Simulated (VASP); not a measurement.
# Hf (Im-3m) in VASP: a series of runs

Aim: see how the results for Hf move with the level of theory and the settings. Levels: PBE, PBE+D3(BJ). Tasks: single point.

All numbers are computed with VASP 6.6.1; they aren't measurements. Logs are shortened: lines on timing, memory, paths and dates and some standing lists are left out, and cuts for length are marked.

## 1. The cell of the first run

The structure is cubic, space group Im-3m (No. 229). Conventional cell: a = 3.565 Å, b = 3.565 Å, c = 3.565 Å, α = 90.00°, β = 90.00°, γ = 90.00°. Within 4.1 Å of Hf (site symmetry m-3m) lie 14 Hf at 3.09 to 3.57 Å.

## 2. Single point, PBE (strained)

INCAR reads:

```
PREC = Accurate
ENCUT = 520
EDIFF = 1E-7
ISMEAR = 0
SIGMA = 0.1
LREAL = F
LASPH = T
NELM = 100
ALGO = Normal
ISIF = 2
LWAVE = F
LCHARG = F
GGA = PE
NBANDS = 11
```

KPOINTS reads:

```
Automatic mesh
0
Gamma
  16 16 16
```

POSCAR reads:

```
Hf
1.0
   -1.7827443500      1.7827443500      1.7827443500
    1.7827443500     -1.7827443500      1.7827443500
    1.7827443500      1.7827443500     -1.7827443500
Hf
1
Direct
    0.0000000000      0.0000000000      0.0000000000
```

Potentials or basis: VASP PAW PBE potentials, release 64 (Hf_pv).

Started as:

```bash
$ cat potpaw_PBE.64/Hf_pv/POTCAR > POTCAR
$ mpirun -np 1 vasp_std > vasp.out
```

OUTCAR:

```text
PREC = Accurate
   ENCUT = 520
   EDIFF = 1E-7
   ISMEAR = 0
   LREAL = F
   LASPH = T
   NELM = 100
   ISIF = 2
   GGA = PE

 ion  position               nearest neighbor table
   1  0.000  0.000  0.000-

  LATTYP: Found a body centered cubic cell.
 ALAT       =     3.5654887000

  Lattice vectors:

 A1 = (  -1.7827443500,   1.7827443500,   1.7827443500)
 A2 = (   1.7827443500,  -1.7827443500,   1.7827443500)
 A3 = (   1.7827443500,   1.7827443500,  -1.7827443500)

Analysis of symmetry for initial positions (statically):
=====================================================================
 Subroutine PRICEL returns:
 Original cell was already a primitive cell.

 Routine SETGRP: Setting up the symmetry group for a
 body centered cubic supercell.

 Subroutine GETGRP returns: Found 48 space group operations
 (whereof 48 operations were pure point group operations)
 out of a pool of 48 trial point group operations.

The static configuration has the point symmetry O_h .

Analysis of symmetry for dynamics (positions and initial velocities):
=====================================================================
 Subroutine PRICEL returns:
 Original cell was already a primitive cell.

 Routine SETGRP: Setting up the symmetry group for a
 body centered cubic supercell.

 Subroutine GETGRP returns: Found 48 space group operations
 (whereof 48 operations were pure point group operations)
 out of a pool of 48 trial point group operations.

The dynamic configuration has the point symmetry O_h .

 Subroutine INISYM returns: Found 48 space group operations
 (whereof 48 operations are pure point group operations),
 and found     1 'primitive' translations

----------------------------------------------------------------------------------------

                                     Primitive cell

  volume of cell :      22.6635

  direct lattice vectors                    reciprocal lattice vectors
    -1.782744350  1.782744350  1.782744350     0.000000000  0.280466462  0.280466462
     1.782744350 -1.782744350  1.782744350     0.280466462  0.000000000  0.280466462
     1.782744350  1.782744350 -1.782744350     0.280466462  0.280466462  0.000000000

  length of vectors
     3.087803791  3.087803791  3.087803791     0.396639474  0.396639474  0.396639474

  position of ions in fractional coordinates (direct lattice)
     0.000000000  0.000000000  0.000000000

  ion indices of the primitive-cell ions
   primitive index   ion index
                 1           1

----------------------------------------------------------------------------------------

 KPOINTS: Automatic mesh

Automatic generation of k-mesh.
 Grid dimensions read from file:
 generate k-points for:   16   16   16

 Generating k-lattice:

  Cartesian coordinates                     Fractional coordinates (reciprocal lattice)
     0.000000000  0.017529154  0.017529154     0.062500000  0.000000000  0.000000000
     0.017529154  0.000000000  0.017529154     0.000000000  0.062500000  0.000000000
     0.017529154  0.017529154  0.000000000     0.000000000  0.000000000  0.062500000

  Length of vectors
     0.024789967  0.024789967  0.024789967

  Shift w.r.t. Gamma in fractional coordinates (k-lattice)
     0.000000000  0.000000000  0.000000000

 Subroutine IBZKPT returns following result:
 ===========================================

 Found    145 irreducible k-points:

 Following reciprocal coordinates:
            Coordinates               Weight
  0.000000  0.000000  0.000000      1.000000
  0.062500  0.000000  0.000000     12.000000
  0.125000  0.000000  0.000000     12.000000
  0.187500  0.000000  0.000000     12.000000
  0.250000  0.000000  0.000000     12.000000
  0.312500  0.000000  0.000000     12.000000
[... 16 lines left out ...]
  0.187500  0.187500  0.000000     24.000000
  0.250000  0.187500  0.000000     48.000000
 [... further k-points ...]
   k-points           NKPTS =    145   k-points in BZ     NKDIM =    145   number of bands    NBANDS=     11
   number of dos      NEDOS =    301   number of ions     NIONS =      1
   total plane-waves  NPLWV =  13824
   dimension x,y,z NGX =    24 NGY =   24 NGZ =   24
   dimension x,y,z NGXF=    48 NGYF=   48 NGZF=   48
   ions per type =               1
   NGX,Y,Z   is equivalent  to a cutoff of  12.92, 12.92, 12.92 a.u.
   NGXF,Y,Z  is equivalent  to a cutoff of  25.84, 25.84, 25.84 a.u.
 SYSTEM =  unknown system
   PREC   = accura    normal or accurate (medium, high low for compatibility)
   ISTART =      0    job   : 0-new  1-cont  2-samecut
   ICHARG =      2    charge: 1-file 2-atom 10-const
   ISPIN  =      1    spin polarized calculation?
   LNONCOLLINEAR =      F non collinear calculations
   LSORBIT =      F    spin-orbit coupling
   LASPH  =      T    aspherical Exc in radial PAW
   ENCUT  =  520.0 eV  38.22 Ry    6.18 a.u.   5.74  5.74  5.74*2*pi/ulx,y,z
   NELM   =    100;   NELMIN=  2; NELMDL= -5     # of ELM steps
   EDIFF  = 0.1E-06   stopping-criterion for ELM
   LREAL  =      F    real-space projection
   EDIFFG = 0.1E-05   stopping-criterion for IOM
   NSW    =      0    number of steps for IOM
   IBRION =     -1    ionic relax: 0-MD 1-quasi-New 2-CG
   NFREE  =      0    steps in history (QN), initial steepest desc. (CG)
   ISIF   =      2    stress and relaxation
   ISYM   =      2    0-nonsym 1-usesym 2-fastsym
   POTIM  = 0.5000    time-step for ionic-motion
   TEBEG  =    0.0;   TEEND  =   0.0 temperature during run
   PSTRESS=    0.0 pullay stress
   NELECT =      10.0000    total number of electrons
   NUPDOWN=      -1.0000    fix difference up-down
   EMIN   =  10.00;   EMAX   =-10.00  energy-range for DOS
   EFERMI =   0.00;   METHOD = LEGACY
   ISMEAR =     0;   SIGMA  =   0.10  broadening in eV -4-tet -1-fermi 0-gaus
   EFERMI_NEDOS =   21; number of points for ismear=-14 and -15
   IALGO  =     38    algorithm
   IMIX   =      4    mixing-type and parameters
     AMIX     =   0.40;   BMIX     =  1.00
     AMIX_MAG =   1.60;   BMIX_MAG =  1.00
  volume/ion in A,a.u.               =      22.66       152.94
  Fermi-wavevector in a.u.,A,eV,Ry     =   1.246328  2.355219 21.134393  1.553334
  Thomas-Fermi vector in A             =   2.380511
   LORBIT       =      0    0 simple, 1 ext, 2 COOP (PROOUT), +10 PAW based schemes
   GGA     = PE    functional components
   LHFCALC =     F    Hartree Fock is set to
   AEXX    =    0.0000 exact exchange contribution
   IVDW    =     0    specifies the selected vdW correction
   LEPSILON=     F    determine dielectric tensor
   LRPA    =     F    only Hartree local field effects (RPA)
 non-spin polarized calculation
 Gauss-broadening in eV      SIGMA  =   0.10
  energy-cutoff  :      520.00
  volume of cell :       22.66
 maximum number of plane-waves:       627
   NGX = 11   NGY = 11   NGZ = 11

 number of electron      10.0000002 magnetization

 Free energy of the ion-electron system (eV)
  ---------------------------------------------------
  ext. energy  EPLUGINS =         0.00000000
  ---------------------------------------------------
  free energy    TOTEN  =        -9.74614085 eV

  energy without entropy =       -9.73820539  energy(sigma->0) =       -9.74217312

 E-fermi :   4.4852     XC(G=0): -11.2243

 val. band max:        4.4726359330   @ k =   0.2500   0.2500   0.0000
 cond. band min:       4.4958302734   @ k =   0.3125   0.1250   0.1250
 fundamental gap:      0.0231943404
 Fermi energy:         4.4851686954

 k-point     1 :       0.0000    0.0000    0.0000
  band No.  band energies     occupation
      1     -25.3936      2.00000
      2     -25.3936      2.00000
      3     -25.3936      2.00000
      4      -2.5059      2.00000
      5       6.0089      0.00000
      6       6.0089      0.00000
      7       6.0089      0.00000
      8       8.7515      0.00000
      9       8.7515      0.00000
     10      17.7115      0.00000
     11      17.7115      0.00000

 k-point     2 :       0.0625    0.0000    0.0000
  band No.  band energies     occupation
      1     -25.4255      2.00000
      2     -25.4036      2.00000
      3     -25.3938      2.00000
      4      -2.3634      2.00000
      5       5.9079      0.00000
      6       5.9705      0.00000
      7       6.1488      0.00000
      8       8.5866      0.00000
      9       8.7496      0.00000
     10      17.7089      0.00000
     11      17.8484      0.00000

 k-point     3 :       0.1250    0.0000    0.0000
  band No.  band energies     occupation
      1     -25.5153      2.00000
      2     -25.4319      2.00000
      3     -25.3941      2.00000
      4      -1.9501      2.00000
      5       5.6365      0.00000
      6       5.8062      0.00000
      7       6.5640      0.00000
      8       8.2829      0.00000
      9       8.7558      0.00000
     10      17.7077      0.00000
     11      18.1673      0.00000

 k-point     4 :       0.1875    0.0000    0.0000
  band No.  band energies     occupation
      1     -25.6470      2.00000
      2     -25.4739      2.00000
      3     -25.3946      2.00000
      4      -1.3119      2.00000
      5       5.2678      0.00000
      6       5.4580      0.00000
      7       7.2399      0.00000
      8       8.1496      0.00000
      9       8.7971      0.00000
     10      17.7056      0.00000
     11      18.3077      0.00000
[... 239 lines left out ...]
 k-point    22 :       0.4375    0.1250    0.0000
  band No.  band energies     occupation
      1     -26.1377      2.00000
      2     -25.6868      2.00000
      3     -25.4387      2.00000
      4       1.5764      2.00000
      5       4.0419      2.00000
      6       5.0719      0.00000
      7       8.3993      0.00000
      8       9.7031      0.00000
      9      12.4086      0.00000
     10      13.7485      0.00000
     11      15.7633      0.00000

 k-point    23 :       0.1875    0.1875    0.0000
  band No.  band energies     occupation
      1     -25.9302      2.00000
      2     -25.5820      2.00000
      3     -25.4501      2.00000
      4       0.5929      2.00000
      5       4.3226      1.97848
      6       4.6659      0.01057
      7       7.9678      0.00000
      8       9.4064      0.00000
      9       9.6952      0.00000
     10      16.5779      0.00000
     11      17.7191      0.00000

 k-point    24 :       0.2500    0.1875    0.0000
  band No.  band energies     occupation
      1     -26.0082      2.00000
      2     -25.6475      2.00000
      3     -25.4603      2.00000
      4       1.3339      2.00000
      5       4.0484      2.00000
      6       4.5359      0.47283
      7       8.1781      0.00000
      8       9.4522      0.00000
      9      10.8506      0.00000
     10      15.3308      0.00000
     11      17.7108      0.00000

 [... further k-points ...]

------------------------ aborting loop because EDIFF is reached ----------------------------------------

  FORCE on cell =-STRESS in cart. coord.  units (eV):
  Direction    XX          YY          ZZ          XY          YZ          ZX
  --------------------------------------------------------------------------------------
  -------------------------------------------------------------------------------------
  Total       -0.2946689     -0.2946689     -0.2946689      0.0000000      0.0000000      0.0000000
  in kB      -20.8313610    -20.8313610    -20.8313610      0.0000000      0.0000000      0.0000000
  external PRESSURE =     -20.8313610 kB  Pullay stress =       0.0000000 kB

 VOLUME and BASIS-vectors are now :
 -----------------------------------------------------------------------------
  energy-cutoff  :      520.00
  volume of cell :       22.66
      direct lattice vectors                 reciprocal lattice vectors
    -1.782744350  1.782744350  1.782744350     0.000000000  0.280466462  0.280466462
     1.782744350 -1.782744350  1.782744350     0.280466462  0.000000000  0.280466462
     1.782744350  1.782744350 -1.782744350     0.280466462  0.280466462  0.000000000

 POSITION                                       TOTAL-FORCE (eV/Angst)
 -----------------------------------------------------------------------------------
      0.00000      0.00000      0.00000         0.000000      0.000000     -0.000000
 -----------------------------------------------------------------------------------
    total drift:                               -0.000000     -0.000000      0.000000

  FREE ENERGIE OF THE ION-ELECTRON SYSTEM (eV)
  ---------------------------------------------------
  free  energy   TOTEN  =        -9.7461408490 eV

  energy  without entropy=       -9.7382053941  energy(sigma->0) =       -9.74217312
```

It took 37 s on 1 thread of Intel Xeon 8259CL, shared host; peak memory 0.16 GiB.

Results:

- Free energy: -9.7461 eV
- Pressure: -2.1 GPa
- Band gap on the k mesh: zero (band 5 reaches 6.01 eV, above the bottom of band 6 at 3.76 eV)

Levels at points of the mesh, in eV from the Fermi level:
```csv
k point,band 3,band 4,band 5,band 6,band 7,band 8
"(0.00, 0.00, 0.00)",-29.88,-6.99,1.52,1.52,1.52,4.27
"(0.50, 0.00, 0.00)",-29.88,-3.33,-0.47,1.02,4.09,5.08
"(0.50, 0.50, 0.50)",-30.43,-2.51,-2.51,6.69,6.69,6.69
```

Caveat: the cell differs from its parent crystal (strained); spin-orbit coupling is left out, which moves the levels of the heavy elements.

## 3. Single point, PBE+D3(BJ)

INCAR reads:

```
SYSTEM = Hf
PREC = Accurate ; ENCUT = 520
EDIFF = 1E-7 ; ISMEAR = 0
SIGMA = 0.1 ; LREAL = .FALSE.
LASPH = .TRUE. ; NELM = 60
ALGO = Normal ; ISIF = 2
LWAVE = .FALSE. ; LCHARG = .FALSE.
GGA = PE ; IVDW = 12
NBANDS = 11
```

KPOINTS reads:

```
regular mesh
0
G
  16 16 16
  0 0 0
```

POSCAR is that of step 2.

Potentials or basis: VASP PAW PBE potentials, release 64 (Hf_pv).

Started as:

```bash
$ cat potpaw_PBE.64/Hf_pv/POTCAR > POTCAR
$ mpirun -np 1 vasp_std > vasp.out
```

It took 40 s on 1 thread of Intel Xeon 8259CL, shared host; peak memory 0.17 GiB.

The run converged. Its results:

| Item | Value |
| --- | --- |
| Free energy | -10.1901 eV |
| Pressure | -5.4 GPa |
| Band gap on the k mesh | zero (band 5 reaches 6.01 eV, above the bottom of band 6 at 3.76 eV) |
| Dispersion energy per atom | -0.444 eV |

Levels at points of the mesh, in eV from the Fermi level:
| k point | band 2 | band 3 | band 4 | band 5 | band 6 | band 7 | band 8 | band 9 |
| --- | --- | --- | --- | --- | --- | --- | --- | --- |
| (0.00, 0.00, 0.00) | -29.88 | -29.88 | -6.99 | 1.52 | 1.52 | 1.52 | 4.27 | 4.27 |
| (0.50, 0.00, 0.00) | -30.13 | -29.88 | -3.33 | -0.47 | 1.02 | 4.09 | 5.08 | 7.50 |
| (0.50, 0.50, 0.50) | -30.43 | -30.43 | -2.51 | -2.51 | 6.69 | 6.69 | 6.69 | 7.13 |

Caveat: spin-orbit coupling is left out, which moves the levels of the heavy elements; pairwise dispersion overbinds metals, which lowers pressure and volume.
